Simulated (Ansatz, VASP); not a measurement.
**One calculation of ZnSe, two programs**

```
Zn Se
1.0
     4.10200    0.00000    0.00000
     0.00000    4.10200    0.00000
     0.00000    0.00000    4.62540
Zn Se
2 2
Direct
  0.00000 0.00000 0.00000
  0.50000 0.50000 0.00000
  0.00000 0.50000 0.27970
  0.50000 0.00000 0.72030
```

Alike in both runs: task single point; functional LDA; k mesh 8 × 8 × 6; occupations gaussian, width 0.05 eV; no spin polarisation.

|  | VASP | Ansatz |
| --- | --- | --- |
| version | VASP 6.6.1 | Ansatz 0.2.0 |
| potentials or method | VASP PAW LDA potentials, release 64 (Zn, Se), cutoff 520 eV | scalar-relativistic, plane waves, PAW |
| valence electrons in the cell | 36 | 56 |

```csv
,VASP,Ansatz,Ansatz less VASP
gap on the k mesh at the Fermi level (eV),0.61,0.62,+0.010
least direct gap on the mesh (eV),0.61,0.62,+0.010
pressure (GPa),5.1,4.5,-0.55
"traceless stress, the component that is largest in VASP (GPa)",1.70,1.81,+0.103
rms of the force components (eV/Å),0.440,0.411,-0.0292
```

Ansatz warns that its potentials were made for another functional, while VASP's fit it. LDA's correlation is that of Perdew and Zunger in VASP and of Perdew and Wang (1992) in Ansatz. Atom by atom the forces differ by 0.029 eV/Å (rms over components). VASP's potentials hold 36 valence electrons a cell and Ansatz's 56, so a difference there can come from the potentials and not from the codes.
